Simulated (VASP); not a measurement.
# Si16HC16 (a cell with a defect) (H interstitial hop between voids) in VASP: notebook

Si16HC16 (a cell with a defect) (H interstitial hop between voids) is run at these levels: PBE; tasks: single point.

All numbers are computed with VASP 6.6.1; they aren't measurements. Logs are shortened: lines on timing, memory, paths and dates and some standing lists are left out, and cuts for length are marked.

## Step 1: The cell of the first run

The cell holds a defect, 33 atoms: a = 7.586 Å, b = 7.586 Å, c = 7.586 Å, α = 109.47°, β = 109.47°, γ = 109.47°.

## Step 2: Single point, PBE

Contents of INCAR:

```
ALGO = Normal ; EDIFF = 1E-6
ENCUT = 520 ; GGA = PE
GGA_COMPAT = F ; ISIF = 2
ISMEAR = -1 ; LASPH = T
LCHARG = T ; LELF = T
LREAL = Auto ; LVHAR = T
LWAVE = F ; NBANDS = 86
NELECT = 130.0 ; NELM = 120
PREC = Accurate ; SIGMA = 0.01
```

Contents of KPOINTS:

```
k-points
0
Gamma
  1 1 1
```

Contents of POSCAR:

```
Si16HC16
1.0
   -4.3797050000      4.3797050000     -4.3797050000
    4.3797050000      4.3797050000      4.3797050000
    4.3797050000     -4.3797050000     -4.3797050000
Si C H
16 16 1
Direct
   -0.0002004701     -0.0015578675      0.7478978607
   -0.0001937345      0.2506576356      0.4935110926
   -0.0001761534      0.4950115362      0.2491464608
   -0.0001830032      0.7494123463     -0.0030569410
    0.2520003060      0.0016050168      0.5013336515
    0.2441901909      0.2506493017      0.2491521689
    0.2520005343      0.5028384332      0.0001070848
    0.2488612818      0.7518886546      0.7503915218
    0.4985706800     -0.0015632331      0.2491514839
    0.4985554963      0.2506370863     -0.0030528312
    0.5010561214      0.4996875360      0.7504014540
    0.5010667385      0.7518971027      0.4982063860
    0.7554451727      0.0062875239      0.0047792032
    0.7476125675      0.2506539824      0.7479067654
    0.7507561582      0.5028358074      0.5013390171
    0.7476250113      0.7494040124      0.2491374419
   -0.0001852865     -0.0040845217     -0.0056103094
   -0.0001939628      0.2506482743      0.7486771369
   -0.0001964744      0.5054225113      0.5039033451
   -0.0001669062      0.7501763247      0.2491373277
    0.2497858874      0.0006362301      0.7491255690
    0.2545642914      0.2506673395      0.5039201270
    0.2545865532      0.5054123508      0.2491549088
    0.2498145423      0.7506433652     -0.0008517697
    0.4998128869      0.0006506146      0.4991595324
    0.4993113691      0.2506149387      0.2491512556
    0.4998038681      0.5006348601     -0.0008437783
    0.5003025318      0.7511317543      0.7496429554
    0.7450564593     -0.0041120349      0.2491389260
    0.7450534910      0.2506720201     -0.0055999205
    0.7498041535      0.5006436507      0.7491393827
    0.7498240178      0.7506564940      0.4991377273
   -0.0001729569      0.2506919987      0.2491815088
```

Potentials or basis: VASP PAW PBE potentials, release 64 (Si, C, H).

On the command line:

```console
$ cat potpaw_PBE.64/Si/POTCAR potpaw_PBE.64/C/POTCAR potpaw_PBE.64/H/POTCAR > POTCAR
$ mpirun -np 1 vasp_gam > vasp.out
```

OUTCAR:

```text
EDIFF = 1E-6
   ENCUT = 520
   GGA = PE
   ISIF = 2
   ISMEAR = -1
   LASPH = T
   LREAL = Auto
   NELECT = 130.0
   NELM = 120
   PREC = Accurate

 ion  position               nearest neighbor table
   1  1.000  0.998  0.748-  17 1.88  32 1.89  21 1.89  18 1.91  15 3.07   8 3.07   4 3.08  12 3.09
                            10 3.09  16 3.09   5 3.09  13 3.11   6 3.11   7 3.12  14 3.12   2 3.14
   2  1.000  0.251  0.494-  33 1.85  22 1.91  29 1.91  19 1.91  18 1.94   3 3.03  13 3.03   6 3.03
                            15 3.10   8 3.10   9 3.11   5 3.11  11 3.11  16 3.11  14 3.14   7 3.14
   3  1.000  0.495  0.249-  33 1.85  30 1.91  23 1.91  19 1.91  20 1.94   2 3.03  13 3.03   6 3.03
                             7 3.10  14 3.11  12 3.11   8 3.11  15 3.11  10 3.11  16 3.14   5 3.14
   4  1.000  0.749  0.997-  17 1.88  24 1.89  31 1.89  20 1.91   8 3.07  15 3.07   1 3.08   9 3.09
                             7 3.09  14 3.09  11 3.09   6 3.11  13 3.11  16 3.12   5 3.12   3 3.14
   5  0.252  0.002  0.501-  22 1.88  21 1.89  25 1.89  20 1.91  14 3.07  10 3.07  11 3.09   9 3.09
                             1 3.09   8 3.09  12 3.09   6 3.10   2 3.11  16 3.12   4 3.12   3 3.14
   6  0.244  0.251  0.249-  33 1.85  17 1.91  23 1.91  22 1.91  26 1.94   3 3.03   2 3.03  13 3.03
                             5 3.10   7 3.11   4 3.11  12 3.11  11 3.11   1 3.11  15 3.14  10 3.14
   7  0.252  0.503  0.000-  23 1.88  24 1.89  27 1.89  18 1.91   9 3.07  16 3.07  12 3.09  10 3.09
                             4 3.09  11 3.09   8 3.09   3 3.10   6 3.11  14 3.12   1 3.12   2 3.14
   8  0.249  0.752  0.750-  19 1.88  24 1.89  21 1.89  28 1.91   4 3.07   1 3.07  15 3.09  10 3.09
                             9 3.09   7 3.09   5 3.09   2 3.10   3 3.11  12 3.12  11 3.12  13 3.14
   9  0.499  0.998  0.249-  29 1.88  24 1.89  25 1.89  26 1.91  12 3.07   7 3.07  16 3.09   5 3.09
[... 18 lines left out ...]
  20  1.000  0.750  0.249-   5 1.91   4 1.91  16 1.91   3 1.94
  21  0.250  0.001  0.749-   1 1.89   5 1.89   8 1.89  10 1.89
  22  0.255  0.251  0.504-  11 1.88   5 1.88   2 1.91   6 1.91
[... 9 lines left out ...]
  32  0.750  0.751  0.499-   1 1.89  16 1.89  12 1.89  15 1.89
  33  1.000  0.251  0.249-   3 1.85   2 1.85   6 1.85  13 1.85

  LATTYP: Found a body centered cubic cell.
 ALAT       =     8.7594100000

  Lattice vectors:

 A1 = (  -4.3797050000,   4.3797050000,  -4.3797050000)
 A2 = (   4.3797050000,   4.3797050000,   4.3797050000)
 A3 = (   4.3797050000,  -4.3797050000,  -4.3797050000)

Analysis of symmetry for initial positions (statically):
=====================================================================
 Subroutine PRICEL returns:
 Original cell was already a primitive cell.

 Routine SETGRP: Setting up the symmetry group for a
 body centered cubic supercell.

 Subroutine GETGRP returns: Found  1 space group operations
 (whereof  1 operations were pure point group operations)
[... 165 lines left out ...]
   NELECT =     130.0000    total number of electrons
   NUPDOWN=      -1.0000    fix difference up-down
   EMIN   =  10.00;   EMAX   =-10.00  energy-range for DOS
   EFERMI =   0.00;   METHOD = LEGACY
   ISMEAR =    -1;   SIGMA  =   0.01  broadening in eV -4-tet -1-fermi 0-gaus
   EFERMI_NEDOS =   21; number of points for ismear=-14 and -15
   IALGO  =     38    algorithm
   IMIX   =      4    mixing-type and parameters
     AMIX     =   0.40;   BMIX     =  1.00
     AMIX_MAG =   1.60;   BMIX_MAG =  1.00
  volume/ion in A,a.u.               =      10.18        68.72
  Fermi-wavevector in a.u.,A,eV,Ry     =   1.192864  2.254187 19.360078  1.422926
  Thomas-Fermi vector in A             =   2.328892
   LORBIT       =      0    0 simple, 1 ext, 2 COOP (PROOUT), +10 PAW based schemes
   GGA     = PE    functional components
   LHFCALC =     F    Hartree Fock is set to
   AEXX    =    0.0000 exact exchange contribution
   IVDW    =     0    specifies the selected vdW correction
   LEPSILON=     F    determine dielectric tensor
   LRPA    =     F    only Hartree local field effects (RPA)
 non-spin polarized calculation
  energy-cutoff  :      520.00
  volume of cell :      336.04
 maximum number of plane-waves:      4475
   NGX = 29   NGY = 29   NGZ = 29

 number of electron     129.9999995 magnetization

 Free energy of the ion-electron system (eV)
  ---------------------------------------------------
  ext. energy  EPLUGINS =         0.00000000
  ---------------------------------------------------
  free energy    TOTEN  =      -230.68236932 eV

  energy without entropy =     -230.68236932  energy(sigma->0) =     -230.68236932

 E-fermi :   8.3378     XC(G=0): -11.3465

 val. band max:        8.0424909405   @ k =   0.0000   0.0000   0.0000
 cond. band min:       9.3826155501   @ k =   0.0000   0.0000   0.0000
 fundamental gap:      1.3401246096
 Fermi energy:         8.3377637688

 k-point     1 :       0.0000    0.0000    0.0000
  band No.  band energies     occupation
      1      -7.3745      2.00000
      2      -4.7443      2.00000
      3      -4.4130      2.00000
      4      -4.4130      2.00000
      5      -4.3689      2.00000
      6      -4.3688      2.00000
[... 69 lines left out ...]
     76      13.4025      0.00000
     77      13.4210      0.00000
 [bands above 77 left out]

------------------------ aborting loop because EDIFF is reached ----------------------------------------

  FORCE on cell =-STRESS in cart. coord.  units (eV):
  Direction    XX          YY          ZZ          XY          YZ          ZX
  --------------------------------------------------------------------------------------
  -------------------------------------------------------------------------------------
  Total       15.3568252     15.3590543     15.3598807      0.0032637      0.0008842      0.0012721
  in kB       73.2179314     73.2285593     73.2324995      0.0155606      0.0042159      0.0060653
  external PRESSURE =      73.2263301 kB  Pullay stress =       0.0000000 kB

 VOLUME and BASIS-vectors are now :
 -----------------------------------------------------------------------------
  energy-cutoff  :      520.00
  volume of cell :      336.04
      direct lattice vectors                 reciprocal lattice vectors
    -4.379705000  4.379705000 -4.379705000     0.000000000  0.114162940 -0.114162940
     4.379705000  4.379705000  4.379705000     0.114162940  0.114162940  0.000000000
     4.379705000 -4.379705000 -4.379705000     0.114162940  0.000000000 -0.114162940

 POSITION                                       TOTAL-FORCE (eV/Angst)
 -----------------------------------------------------------------------------------
      3.26963      5.47614     -3.28152         0.004478     -0.004001     -0.005709
     -1.11962      3.31523     -5.44248         0.000494     -0.004178     -0.004129
     -1.11974      5.45575     -3.30212         0.003729     -0.000945     -0.001404
      3.26962      3.29479     -5.46302         0.003154     -0.001786     -0.002018
      1.09904     -1.08498     -3.29235         0.003982     -0.001259     -0.003615
      1.11950      1.07604     -1.06292         0.001642     -0.002654     -0.003390
[... 25 lines left out ...]
      2.18972      4.38559     -2.18243         0.000436      0.004190      0.007600
     -2.18965      4.38556     -4.37233        -0.000976     -0.003072     -0.002796
 -----------------------------------------------------------------------------------
    total drift:                               -0.005334      0.089184      0.100348

  FREE ENERGIE OF THE ION-ELECTRON SYSTEM (eV)
  ---------------------------------------------------
  free  energy   TOTEN  =      -230.6823693188 eV

  energy  without entropy=     -230.6823693188  energy(sigma->0) =     -230.68236932
```

Wall time 32 s (1 thread of AMD EPYC 9R45 (Zen 5), shared host); peak memory 0.35 GiB.

What came out:

| Property | Result |
| --- | --- |
| Free energy | -230.6824 eV |
| Largest force | 0.015 eV/Å |

Forces in eV/Å, atoms in the order of the input:
```
Si   0.004 -0.004 -0.006
Si   0.000 -0.004 -0.004
Si   0.004 -0.001 -0.001
Si   0.003 -0.002 -0.002
Si   0.004 -0.001 -0.004
Si   0.002 -0.003 -0.003
Si   0.001 -0.008 -0.007
Si  -0.004 -0.006 -0.003
Si  -0.003 -0.002 -0.005
Si  -0.003 -0.001 -0.007
Si  -0.003 -0.004 -0.003
Si  -0.004 -0.006 -0.001
Si   0.001 -0.004 -0.001
Si   0.003 -0.006 -0.009
Si  -0.004 -0.002 -0.005
Si   0.004 -0.002 -0.003
C    0.012 -0.002 -0.001
C   -0.002  0.004  0.006
C   -0.014 -0.001 -0.001
C   -0.002  0.003  0.007
C    0.000  0.007  0.004
C   -0.002  0.002  0.014
C    0.001 -0.015 -0.004
C    0.000  0.008  0.009
C    0.000  0.007  0.008
C    0.001  0.007  0.011
C    0.001  0.009  0.009
C    0.001  0.007  0.006
C    0.001  0.015 -0.002
C   -0.001 -0.005 -0.014
C    0.001  0.008  0.007
C    0.000  0.004  0.008
H   -0.001 -0.003 -0.003
```

Caveat: the k points lie up to 1.01 Å⁻¹ apart; the cell carries a net charge on a neutralising background, which shifts energy and pressure; the cell is charged against a uniform background, so pressure and absolute levels hang on convention.

(Part 1 of 2 ends here.)
